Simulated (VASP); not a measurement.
## MgI2: relaxation of cell and atoms with PBE

The system is MgI2.

```
CELL_PARAMETERS angstrom
4.19388 0.00000 0.00000
-2.09694 3.63200 0.00000
0.00000 0.00000 7.84816
ATOMIC_POSITIONS crystal
Mg 0.00000 0.00000 0.00000
I 0.33333 0.66667 0.78755
I 0.66667 0.33333 0.21245
```

```yaml
Program: VASP 6.6.1
Task: relaxation of cell and atoms
Functional: PBE
Potentials_or_basis: VASP PAW PBE potentials, release 64 (Mg, I)
Cutoff: 600 eV
k_mesh: 6 × 6 × 4
Occupations: gaussian, width 0.02 eV
Spin: no spin polarisation
Target_pressure: 1 GPa
Dipole_correction: no
Further_INCAR_settings: ALGO = Normal; EDIFF = 1e-07; IBRION = 2; EDIFFG = -0.008; NSW = 70; ISIF = 3
```

```
Relaxed volume                                         : 34.65 Å³/atom
Relaxed cell                                           : a = 4.154 Å, b = 4.154 Å, c = 6.955 Å, α = 90.00°, β = 90.00°, γ = 120.00°
Space group after relaxing (to 0.05 Å)                 : P-3m1 (No. 164)
Energy change on relaxing (the enthalpy is what falls) : +10.8 meV/atom
Ionic steps                                            : 23
Pressure after relaxing                                : 1.0 GPa
Band gap on the k mesh                                 : 3.57 eV, indirect (least direct gap 3.73 eV)
```

Step by step:
```tsv
step	energy change (eV)	largest force (eV/Å)	pressure (GPa)	volume (Å³)
1	0.0000	0.0388	0.19	119.54
2	0.0116	0.1841	0.95	116.08
3	0.0138	0.1998	1.03	115.73
4	0.0137	0.1809	1.03	115.10
5	0.0152	0.1251	1.03	113.25
6	0.0261	0.0155	1.07	109.59
7	0.0820	0.2055	1.34	102.47
8	0.0347	0.0181	1.16	107.90
9	0.0326	0.0255	1.10	107.56
10	0.0285	0.0486	0.94	106.50
11	0.0324	0.1005	0.71	104.30
12	0.0376	0.0230	1.07	103.18
13	0.0377	0.0218	1.07	103.16
14	0.0364	0.0177	1.03	103.33
15	0.0349	0.0125	0.99	103.55
16	0.0351	0.0130	0.99	103.53
17	0.0351	0.0081	1.01	103.52
18	0.0352	0.0024	1.03	103.51
19	0.0353	0.0089	1.06	103.49
20	0.0352	0.0006	1.04	103.51
21	0.0349	0.0006	1.03	103.55
22	0.0341	0.0005	1.01	103.68
23	0.0325	0.0001	0.98	103.94
```

Final structure:
```
Mg I
1.0
     4.15411    0.00000    0.00000
    -2.07705    3.59756    0.00000
     0.00000    0.00000    6.95482
Mg I
1 2
Direct
  0.00000 0.00000 0.00000
  0.33333 0.66667 0.75951
  0.66667 0.33333 0.24049
```

Levels at points of the mesh, in eV from the valence-band top:
```
           k point  band 6  band 7  band 8  band 9  band 10  band 11
(0.00, 0.00, 0.00)   -0.02   -0.02    0.00    3.73     4.84     6.74
(0.50, 0.00, 0.00)   -1.30   -0.84   -0.41    3.67     5.37     5.57
(0.00, 0.00, 0.50)   -0.30   -0.11   -0.11    4.67     4.91     6.58
(0.50, 0.00, 0.50)   -1.10   -0.75   -0.62    3.57     5.26     5.71
```

It took 13 min on 1 thread of Oxide Virtual Turin-like Processor, on a shared host, peak memory 0.28 GiB.

Caveat: the cell is relaxed towards a set pressure, so the enthalpy falls and the energy may rise; spin-orbit coupling is left out, which moves the levels of the heavy elements; this functional lacks dispersion, which binds the layers, so the pressure and a relaxed spacing across them are unreliable. A hybrid or GW would open this gap; PBE tends to underestimate it.
